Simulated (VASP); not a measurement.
# SrTiO3 (P4mm) in VASP: notebook

SrTiO3 is run at these levels: PBE; tasks: single point.

All numbers are computed with VASP 6.6.1; they aren't measurements. Logs are shortened: lines on timing, memory, paths and dates and some standing lists are left out, and cuts for length are marked.

## 1. The cell of the first run

Symmetry: P4mm, No. 99, tetragonal system. The conventional cell has a = 3.936 Å, b = 3.936 Å, c = 3.936 Å, α = 90.00°, β = 90.00°, γ = 90.00°. Sr (site symmetry 4mm) has 12 O at 2.70 to 2.87 Å and 8 Ti at 3.36 to 3.46 Å within 3.6 Å. Within 2.6 Å of Ti (site symmetry 4mm) lie 6 O at 1.94 to 1.99 Å. O (site symmetry 4mm) has 2 Ti at 1.94 to 1.99 Å within 2.6 Å. O (site symmetry 2mm) has 2 Ti at 1.97 Å and 4 Sr at 2.70 to 2.87 Å and 8 O at 2.78 to 2.79 Å within 2.9 Å.

## 2. Single point, PBE (atoms displaced along a vibrational mode)

File INCAR:

```
SYSTEM = SrTiO3
PREC = Accurate ; ENCUT = 520
EDIFF = 1E-7 ; ISMEAR = 0
SIGMA = 0.05 ; LREAL = .False.
LASPH = .True. ; NELM = 100
ALGO = Normal ; ISIF = 2
LWAVE = .False. ; LCHARG = .False.
GGA = PE ; NBANDS = 28
```

File KPOINTS:

```
regular mesh
0
Gamma
  8 8 8
  0 0 0
```

File POSCAR:

```
SrTiO3
1.0
    3.9364094381      0.0000000000      0.0000000000
    0.0000000000      3.9364094381      0.0000000000
    0.0000000000      0.0000000000      3.9364094381
Sr Ti O
1 1 3
Direct
    0.0133575938      0.0000000000      0.0000000000
    0.4918212216      0.5000000000      0.5000000000
   -0.0148372241      0.5000000000      0.5000000000
    0.4830765038      0.0000000000      0.5000000000
    0.4830765038      0.5000000000      0.0000000000
```

Potentials or basis: VASP PAW PBE potentials, release 64 (Sr_sv, Ti_sv, O).

Command:

```console
$ cat potpaw_PBE.64/Sr_sv/POTCAR potpaw_PBE.64/Ti_sv/POTCAR potpaw_PBE.64/O/POTCAR > POTCAR
$ mpirun -np 1 vasp_std > vasp.out
```

OUTCAR:

```text
SYSTEM = SrTiO3
   PREC = Accurate
   ENCUT = 520
   EDIFF = 1E-7
   ISMEAR = 0
   LREAL = .False.
   LASPH = .True.
   NELM = 100
   ISIF = 2
   GGA = PE

 ion  position               nearest neighbor table
   1  0.013  0.000  0.000-   4 2.70   5 2.70   4 2.70   5 2.70   3 2.79   3 2.79   3 2.79   3 2.79
                             4 2.87   5 2.87   4 2.87   5 2.87   2 3.36   2 3.36   2 3.36   2 3.36
   2  0.492  0.500  0.500-   3 1.94   4 1.97   5 1.97   5 1.97   4 1.97   3 1.99   1 3.36   1 3.36
                             1 3.36   1 3.36   1 3.46   1 3.46   1 3.46   1 3.46
   3  0.985  0.500  0.500-   2 1.94   2 1.99   1 2.79   1 2.79   1 2.79   1 2.79
   4  0.483  0.000  0.500-   2 1.97   2 1.97   1 2.70   1 2.70   1 2.87   1 2.87
   5  0.483  0.500  0.000-   2 1.97   2 1.97   1 2.70   1 2.70   1 2.87   1 2.87

  LATTYP: Found a simple cubic cell.
 ALAT       =     3.9364094381

  Lattice vectors:

 A1 = (   3.9364094381,   0.0000000000,   0.0000000000)
 A2 = (   0.0000000000,   3.9364094381,   0.0000000000)
 A3 = (   0.0000000000,   0.0000000000,   3.9364094381)

Analysis of symmetry for initial positions (statically):
=====================================================================
 Subroutine PRICEL returns:
 Original cell was already a primitive cell.

 Routine SETGRP: Setting up the symmetry group for a
 simple cubic supercell.

 Subroutine GETGRP returns: Found  8 space group operations
 (whereof  8 operations were pure point group operations)
 out of a pool of 48 trial point group operations.

The static configuration has the point symmetry C_4v.

Analysis of symmetry for dynamics (positions and initial velocities):
=====================================================================
 Subroutine PRICEL returns:
 Original cell was already a primitive cell.

 Routine SETGRP: Setting up the symmetry group for a
 simple cubic supercell.

 Subroutine GETGRP returns: Found  8 space group operations
 (whereof  8 operations were pure point group operations)
 out of a pool of 48 trial point group operations.

The dynamic configuration has the point symmetry C_4v.

 Subroutine INISYM returns: Found  8 space group operations
 (whereof  8 operations are pure point group operations),
 and found     1 'primitive' translations

[... 94 lines left out ...]
   ISPIN  =      1    spin polarized calculation?
   LNONCOLLINEAR =      F non collinear calculations
   LSORBIT =      F    spin-orbit coupling
   LASPH  =      T    aspherical Exc in radial PAW
   ENCUT  =  520.0 eV  38.22 Ry    6.18 a.u.   7.32  7.32  7.32*2*pi/ulx,y,z
   NELM   =    100;   NELMIN=  2; NELMDL= -5     # of ELM steps
   EDIFF  = 0.1E-06   stopping-criterion for ELM
   LREAL  =      F    real-space projection
   EDIFFG = 0.1E-05   stopping-criterion for IOM
   NSW    =      0    number of steps for IOM
   IBRION =     -1    ionic relax: 0-MD 1-quasi-New 2-CG
   NFREE  =      0    steps in history (QN), initial steepest desc. (CG)
   ISIF   =      2    stress and relaxation
   ISYM   =      2    0-nonsym 1-usesym 2-fastsym
   POTIM  = 0.5000    time-step for ionic-motion
   TEBEG  =    0.0;   TEEND  =   0.0 temperature during run
   PSTRESS=    0.0 pullay stress
   NELECT =      40.0000    total number of electrons
   NUPDOWN=      -1.0000    fix difference up-down
   EMIN   =  10.00;   EMAX   =-10.00  energy-range for DOS
   EFERMI =   0.00;   METHOD = LEGACY
   ISMEAR =     0;   SIGMA  =   0.05  broadening in eV -4-tet -1-fermi 0-gaus
   EFERMI_NEDOS =   21; number of points for ismear=-14 and -15
   IALGO  =     38    algorithm
   IMIX   =      4    mixing-type and parameters
     AMIX     =   0.40;   BMIX     =  1.00
     AMIX_MAG =   1.60;   BMIX_MAG =  1.00
  volume/ion in A,a.u.               =      12.20        82.32
  Fermi-wavevector in a.u.,A,eV,Ry     =   1.422311  2.687778 27.524158  2.022969
  Thomas-Fermi vector in A             =   2.543028
   LORBIT       =      0    0 simple, 1 ext, 2 COOP (PROOUT), +10 PAW based schemes
   GGA     = PE    functional components
   LHFCALC =     F    Hartree Fock is set to
   AEXX    =    0.0000 exact exchange contribution
   IVDW    =     0    specifies the selected vdW correction
   LEPSILON=     F    determine dielectric tensor
   LRPA    =     F    only Hartree local field effects (RPA)
 non-spin polarized calculation
 Gauss-broadening in eV      SIGMA  =   0.05
  energy-cutoff  :      520.00
  volume of cell :       61.00
 maximum number of plane-waves:      1671
 NGX is ok and might be reduce to    30
   NGX = 15   NGY = 15   NGZ = 15

 number of electron      39.9999993 magnetization

 Free energy of the ion-electron system (eV)
  ---------------------------------------------------
  ext. energy  EPLUGINS =         0.00000000
  ---------------------------------------------------
  free energy    TOTEN  =       -40.09032289 eV

  energy without entropy =      -40.09032289  energy(sigma->0) =      -40.09032289

 E-fermi :   4.3531     XC(G=0): -11.1406

 val. band max:        3.9585404954   @ k =   0.5000   0.5000   0.5000
 cond. band min:       5.7726591069   @ k =   0.0000   0.0000   0.0000
 fundamental gap:      1.8141186115
 Fermi energy:         4.3530886371

 k-point     1 :       0.0000    0.0000    0.0000
  band No.  band energies     occupation
      1     -52.5957      2.00000
      2     -28.8783      2.00000
      3     -28.8277      2.00000
      4     -28.8277      2.00000
      5     -28.8248      2.00000
      6     -13.3855      2.00000
[... 733 lines left out ...]
     27      11.9005      0.00000
     28      12.1931      0.00000

 [... further k-points ...]
[... 5 lines left out ...]
  --------------------------------------------------------------------------------------
  -------------------------------------------------------------------------------------
  Total        0.3935147      0.3251519      0.3251519      0.0000000      0.0000000      0.0000000
  in kB       10.3364335      8.5407504      8.5407504      0.0000000      0.0000000      0.0000000
  external PRESSURE =       9.1393115 kB  Pullay stress =       0.0000000 kB

 VOLUME and BASIS-vectors are now :
 -----------------------------------------------------------------------------
  energy-cutoff  :      520.00
  volume of cell :       61.00
      direct lattice vectors                 reciprocal lattice vectors
     3.936409438  0.000000000  0.000000000     0.254038615  0.000000000  0.000000000
     0.000000000  3.936409438  0.000000000     0.000000000  0.254038615  0.000000000
     0.000000000  0.000000000  3.936409438     0.000000000  0.000000000  0.254038615

 POSITION                                       TOTAL-FORCE (eV/Angst)
 -----------------------------------------------------------------------------------
      0.05258      0.00000      0.00000        -0.305068      0.000000     -0.000000
      1.93601      1.96820      1.96820         0.289004     -0.000000      0.000000
      3.87800      1.96820      1.96820        -0.010206     -0.000000      0.000000
      1.90159      0.00000      1.96820         0.013135      0.000000     -0.000000
      1.90159      1.96820      0.00000         0.013135      0.000000     -0.000000
 -----------------------------------------------------------------------------------
    total drift:                                0.000202     -0.000000     -0.000000

  FREE ENERGIE OF THE ION-ELECTRON SYSTEM (eV)
  ---------------------------------------------------
  free  energy   TOTEN  =       -40.0903228916 eV

  energy  without entropy=      -40.0903228916  energy(sigma->0) =      -40.09032289
```

OSZICAR:

```text
N       E                     dE             d eps       ncg     rms          rms(c)
DAV:   1     0.430698835849E+03    0.43070E+03   -0.21336E+04  4200   0.158E+03
DAV:   2    -0.418284025366E+01   -0.43488E+03   -0.41536E+03  4824   0.438E+02
DAV:   3    -0.482691779256E+02   -0.44086E+02   -0.43701E+02  5768   0.135E+02
DAV:   4    -0.504392389817E+02   -0.21701E+01   -0.21652E+01  6380   0.256E+01
DAV:   5    -0.504972867677E+02   -0.58048E-01   -0.58037E-01  5808   0.346E+00    0.260E+01
DAV:   6    -0.401680339146E+02    0.10329E+02   -0.53924E+01  5928   0.639E+01    0.143E+01
DAV:   7    -0.401876431097E+02   -0.19609E-01   -0.83996E+00  5540   0.217E+01    0.107E+01
DAV:   8    -0.401301993124E+02    0.57444E-01   -0.13235E+00  5064   0.118E+01    0.318E+00
DAV:   9    -0.401054886421E+02    0.24711E-01   -0.29211E-01  5448   0.438E+00    0.129E+00
DAV:  10    -0.400941587090E+02    0.11330E-01   -0.91713E-02  5416   0.233E+00    0.614E-01
DAV:  11    -0.400904425603E+02    0.37161E-02   -0.17918E-02  6784   0.127E+00    0.158E-01
DAV:  12    -0.400903649407E+02    0.77620E-04   -0.13262E-03  4948   0.394E-01    0.136E-01
DAV:  13    -0.400903423728E+02    0.22568E-04   -0.22703E-04  6900   0.138E-01    0.580E-02
DAV:  14    -0.400903259321E+02    0.16441E-04   -0.32066E-04  4804   0.111E-01    0.293E-02
DAV:  15    -0.400903226424E+02    0.32897E-05   -0.38079E-05  5404   0.467E-02    0.912E-03
DAV:  16    -0.400903231480E+02   -0.50561E-06   -0.26914E-06  5260   0.113E-02    0.114E-02
DAV:  17    -0.400903229881E+02    0.15994E-06   -0.29761E-06  4736   0.229E-02    0.318E-03
DAV:  18    -0.400903228916E+02    0.96434E-07   -0.37788E-07  4348   0.874E-03
   1 F= -.40090323E+02 E0= -.40090323E+02  d E =-.105716E-30
```

stdout:

```text
POSCAR found type information on POSCAR SrTiO
 POSCAR found :  3 types and       5 ions
 scaLAPACK will be used
 LDA part: xc-table for (Slater+PW92), standard interpolation
 POSCAR, INCAR and KPOINTS ok, starting setup
 FFT: planning ... GRIDC
 FFT: planning ... GRID_SOFT
 FFT: planning ... GRID
 WAVECAR not read
 entering main loop
```

Wall time 66 s (1 thread of Intel Xeon 6975P-C (Granite Rapids), shared host); peak memory 0.26 GiB.

Results:

```yaml
Free_energy: -40.0903 eV
Pressure: 0.9 GPa
Largest_force: 0.305 eV/Å
Band_gap_on_the_k_mesh: 1.81 eV (least direct gap 2.19 eV)
```

Forces on the atoms (eV/Å):
```
Sr  -0.305  0.000  0.000
Ti   0.289  0.000  0.000
O   -0.010  0.000  0.000
O    0.013  0.000  0.000
O    0.013  0.000  0.000
```

Caveat: the cell differs from its parent crystal (atoms displaced along a vibrational mode). A k mesh can miss the band edges.

## 3. Single point, PBE (atoms displaced along a vibrational mode)

File INCAR:

```
PREC = Accurate
ENCUT = 520
EDIFF = 1E-6
ISMEAR = 0
SIGMA = 0.05
LREAL = False
LASPH = True
NELM = 100
ALGO = Normal
ISIF = 2
LWAVE = False
LCHARG = False
GGA = PE
NBANDS = 28
```

File KPOINTS:

```
regular mesh
0
Gamma
  8 8 8
```

File POSCAR:

```
SrTiO3
1.0
    3.9364094381      0.0000000000      0.0000000000
    0.0000000000      3.9364094381      0.0000000000
    0.0000000000      0.0000000000      3.9364094381
Sr Ti O
1 1 3
Direct
   -0.0106234921      0.0000000000      0.0000000000
    0.5210864700      0.5000000000      0.5000000000
   -0.0046729415      0.5000000000      0.5000000000
    0.4998827023      0.0000000000      0.5000000000
    0.4998827023      0.5000000000      0.0000000000
```

Potentials or basis: VASP PAW PBE potentials, release 64 (Sr_sv, Ti_sv, O).

Command:

```console
$ cat potpaw_PBE.64/Sr_sv/POTCAR potpaw_PBE.64/Ti_sv/POTCAR potpaw_PBE.64/O/POTCAR > POTCAR
$ mpirun -np 1 vasp_std > vasp.out
```

OUTCAR:

```text
PREC = Accurate
   ENCUT = 520
   EDIFF = 1E-6
   ISMEAR = 0
   LREAL = False
   LASPH = True
   NELM = 100
   ISIF = 2
   GGA = PE

 ion  position               nearest neighbor table
   1  0.989  0.000  0.000-   4 2.75   5 2.75   4 2.75   5 2.75   3 2.78   3 2.78   3 2.78   3 2.78
                             4 2.81   5 2.81   4 2.81   5 2.81   2 3.34   2 3.34   2 3.34   2 3.34
   2  0.521  0.500  0.500-   3 1.87   4 1.97   5 1.97   5 1.97   4 1.97   3 2.07   1 3.34   1 3.34
                             1 3.34   1 3.34   1 3.48   1 3.48   1 3.48   1 3.48
   3  0.995  0.500  0.500-   2 1.87   2 2.07   1 2.78   1 2.78   1 2.78   1 2.78
   4  0.500  0.000  0.500-   2 1.97   2 1.97   1 2.75   1 2.75   1 2.81   1 2.81
[... 951 lines left out ...]
  Total        0.9467684      0.3864356      0.3864356      0.0000000      0.0000000      0.0000000
  in kB       24.8687277     10.1504877     10.1504877      0.0000000      0.0000000      0.0000000
  external PRESSURE =      15.0565677 kB  Pullay stress =       0.0000000 kB

 VOLUME and BASIS-vectors are now :
 -----------------------------------------------------------------------------
  energy-cutoff  :      520.00
  volume of cell :       61.00
      direct lattice vectors                 reciprocal lattice vectors
     3.936409438  0.000000000  0.000000000     0.254038615  0.000000000  0.000000000
     0.000000000  3.936409438  0.000000000     0.000000000  0.254038615  0.000000000
     0.000000000  0.000000000  3.936409438     0.000000000  0.000000000  0.254038615

 POSITION                                       TOTAL-FORCE (eV/Angst)
 -----------------------------------------------------------------------------------
      3.89459      0.00000      0.00000         0.356931      0.000000     -0.000000
      2.05121      1.96820      1.96820        -0.366996     -0.000000      0.000000
      3.91801      1.96820      1.96820         0.133244      0.000000     -0.000000
      1.96774      0.00000      1.96820        -0.061590     -0.000000     -0.000000
      1.96774      1.96820      0.00000        -0.061590     -0.000000     -0.000000
 -----------------------------------------------------------------------------------
    total drift:                                0.000188     -0.000000     -0.000000

  FREE ENERGIE OF THE ION-ELECTRON SYSTEM (eV)
  ---------------------------------------------------
  free  energy   TOTEN  =       -40.0842170404 eV

  energy  without entropy=      -40.0842170404  energy(sigma->0) =      -40.08421704
```

Wall time 72 s (1 thread of Intel Xeon 6975P-C (Granite Rapids), shared host); peak memory 0.25 GiB.

What came out:

| Quantity | Value |
| --- | --- |
| Free energy | -40.0842 eV |
| Pressure | 1.5 GPa |
| Largest force | 0.367 eV/Å |
| Band gap on the k mesh | 1.83 eV (least direct gap 2.30 eV) |

Forces in eV/Å, atoms in the order of the input:
```
Sr   0.357  0.000  0.000
Ti  -0.367  0.000  0.000
O    0.133  0.000  0.000
O   -0.062  0.000  0.000
O   -0.062  0.000  0.000
```

Levels at points of the mesh, in eV from the valence-band top:
```
           k point  band 18  band 19  band 20  band 21  band 22  band 23
(0.00, 0.00, 0.00)    -0.50    -0.47    -0.47     1.83     1.99     1.99
(0.50, 0.00, 0.00)    -1.94    -0.74    -0.74     1.99     3.73     3.73
(0.00, 0.50, 0.00)    -1.87    -0.91    -0.82     2.15     3.67     3.70
(0.50, 0.50, 0.00)    -1.55    -1.54    -0.15     3.68     3.74     4.14
(0.00, 0.50, 0.50)    -1.65    -1.65    -0.09     3.71     3.71     4.11
(0.50, 0.50, 0.50)    -0.06    -0.06     0.00     4.31     4.33     4.33
```

Caveat: the cell differs from its parent crystal (atoms displaced along a vibrational mode). A k mesh can miss the band edges.
